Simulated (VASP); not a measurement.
Write the native input for VASP 6.6.1 that does the following.

| Property | Result |
| --- | --- |
| Task | single point |
| Functional | PBE |
| Potentials or basis | VASP PAW PBE potentials, release 64 (Mg, S) |
| Cutoff | 520 eV |
| k mesh | 2 × 2 × 2 |
| Occupations | gaussian, width 0.1 eV |
| Spin | no spin polarisation |
| Dipole correction | no |
| Further INCAR settings | ALGO = Normal; EDIFF = 1e-06; NBANDS = 11 |

The structure of MgS lies in POSCAR:

```
MgS
1.0
    0.0000000000      2.6043975556      2.6043975556
    2.6043975556      0.0000000000      2.6043975556
    2.6043975556      2.6043975556      0.0000000000
Mg S
1 1
Direct
   -0.0008429973      0.0018113594     -0.0035411260
    0.5006390047      0.4986266391      0.5026847753
```

One way to write it, as run:

INCAR

```
SYSTEM = MgS
PREC = Accurate
ENCUT = 520
EDIFF = 1E-6
ISMEAR = 0
SIGMA = 0.1
LREAL = .FALSE.
LASPH = .TRUE.
NELM = 120
ALGO = Normal
ISIF = 2
LWAVE = .FALSE.
LCHARG = .TRUE.
GGA = PE
LELF = .TRUE.
LVHAR = .TRUE.
NBANDS = 11
GGA_COMPAT = .FALSE.
```

KPOINTS

```
Automatic mesh
0
G
  2 2 2
  0 0 0
```

Potentials or basis: VASP PAW PBE potentials, release 64 (Mg, S).

Command:

```bash
$ cat potpaw_PBE.64/Mg/POTCAR potpaw_PBE.64/S/POTCAR > POTCAR
$ mpirun -np 1 vasp_std > vasp.out
```

Results of the run:

- Pressure: 7.5 GPa
- Largest force: 0.043 eV/Å
- Band gap on the k mesh: 2.43 eV, indirect (least direct gap 3.54 eV)

Caveat: the k points lie up to 1.04 Å⁻¹ apart.

It took 8.5 s on 1 thread of AMD EPYC 7R13 Processor (Zen 3) (shared host), peak memory 0.12 GiB.
